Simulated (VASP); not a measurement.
Crystal: MgF2.

```xyz
6
Lattice="4.4301 0.0000 0.0000 0.0000 4.4303 0.0000 0.0000 0.0000 3.1380" Properties=species:S:1:pos:R:3 pbc="T T T"
Mg    2.2150    2.2151    1.5690
Mg    0.0000    0.0000    0.0000
F     3.5639    0.8659    1.5690
F     0.8662    3.5644    1.5690
F     1.3489    1.3493    0.0000
F     3.0812    3.0810    0.0000
```

This cell differs from its parent crystal: epitaxial xy strain -4.2%.

Base run:

| Item | Value |
| --- | --- |
| Program | VASP 6.6.1 |
| Functional | PBE |
| Potentials or basis | VASP PAW PBE potentials, release 64 (Mg, F) |
| Cutoff | 600 eV |
| k mesh | 6 × 6 × 8 |
| Occupations | fermi-dirac, width 0.02 eV |
| Spin | no spin polarisation |

Its results: band gap on the k mesh 7.40 eV; pressure 10.4 GPa.

Question: The run is repeated on the same cell with these changes: functional from PBE to r2SCAN; cutoff from 600 eV to 660 eV; occupations from fermi-dirac, width 0.02 eV to gaussian, width 0.01 eV. What comes out?

Answer: Band gap on the k mesh 8.32 eV; pressure 4.7 GPa.

Caveats: the cell stands under pressure; the PAW data sets were made with another functional, which shifts forces and pressure a little (at least some runs).

A k mesh can miss the band edges.
